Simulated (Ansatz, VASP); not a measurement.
Two plane-wave programs on CaS

```
Ca S
1.0
     0.00000    2.88431    2.88431
     2.88431    0.00000    2.88431
     2.88431    2.88431    0.00000
Ca S
1 1
Direct
  0.00000 0.00000 0.00000
  0.50000 0.50000 0.50000
```

Alike in both runs: task single point; functional PBE; k mesh 6 × 6 × 6; no spin polarisation.

|  | VASP | Ansatz |
| --- | --- | --- |
| version | VASP 6.6.1 | Ansatz 0.2.0 |
| potentials or method | VASP PAW PBE potentials, release 64 (Ca_sv, S) | plane waves, PAW |
| plane-wave cutoff (eV) | 500 | 420 |
| occupations | gaussian, width 0.01 eV | fixed |
| valence electrons in the cell | 16 | 16 |

VASP gave:

```
gap on the k mesh at the Fermi level (eV) : 2.44
pressure (GPa)                            : -1.5
```

**Question.** What did Ansatz give for the same quantities?

**Answer.** gap on the k mesh at the Fermi level (eV): 2.44; pressure (GPa): -1.6.
